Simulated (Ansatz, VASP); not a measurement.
# One calculation of Ca, two programs

Contents of INCAR:

```
  PREC = Accurate
  ENCUT = 520
  EDIFF = 1E-7
  ISMEAR = 0
  SIGMA = 0.15
  LREAL = False
  LASPH = True
  NELM = 60
  ALGO = Normal
  ISIF = 2
  LWAVE = False
  LCHARG = True
  GGA = PE
  LELF = True
  LVHAR = True
  NBANDS = 11
```

The input KPOINTS:

```
Automatic mesh
0
Gamma
  14 14 14
```

The input POSCAR:

```
Ca
1.0
    0.0000000000      2.7942000000      2.6824320000
    2.7942000000      0.0000000000      2.6824320000
    2.7942000000      2.7942000000      0.0000000000
Ca
1
Direct
    0.0000000000      0.0000000000      0.0000000000
```

Input for Ansatz:

```yaml
crystal:
  lattice:
    - [0.0, 2.7942, 2.682432]
    - [2.7942, 0.0, 2.682432]
    - [2.7942, 2.7942, 0.0]
  atoms:
    - { symbol: Ca, position: [0.0, 0.0, 0.0] }
basis:
  ecutwfc: 420
kpoints:
  mp_grid: { grid: [14, 14, 14] }
hamiltonian:
  xc: pbe
scf:
  occupations: { method: gaussian, width: 0.15 }
output:
  forces: true
  stress: true
  eigenvalues: true
  write_density: true
  write_potential: true
  elf: true
  volumetric_format: npy
```

Change from the starting cell: strain +0.000 along x and y, -0.040 along z, atoms carried along.

Alike in both runs: task single point; functional PBE; k mesh 14 × 14 × 14; occupations gaussian, width 0.15 eV; no spin polarisation.

|  | VASP | Ansatz |
| --- | --- | --- |
| version | VASP 6.6.1 | Ansatz 0.2.0 |
| potentials or method | VASP PAW PBE potentials, release 64 (Ca_sv), cutoff 520 eV | scalar-relativistic, plane waves, PAW |
| valence electrons in the cell | 10 | 10 |

```tsv
	VASP	Ansatz	Ansatz less VASP
gap on the k mesh at the Fermi level (eV)	none	none	-
pressure (GPa)	0.1	0.1	-0.01
traceless stress, the component that is largest in VASP (GPa)	0.17	0.17	0.000
```

A gap of «none» marks a metal or a gap that the smearing closes. With one functional, cell and mesh, what is left measures potentials, basis and numerics.
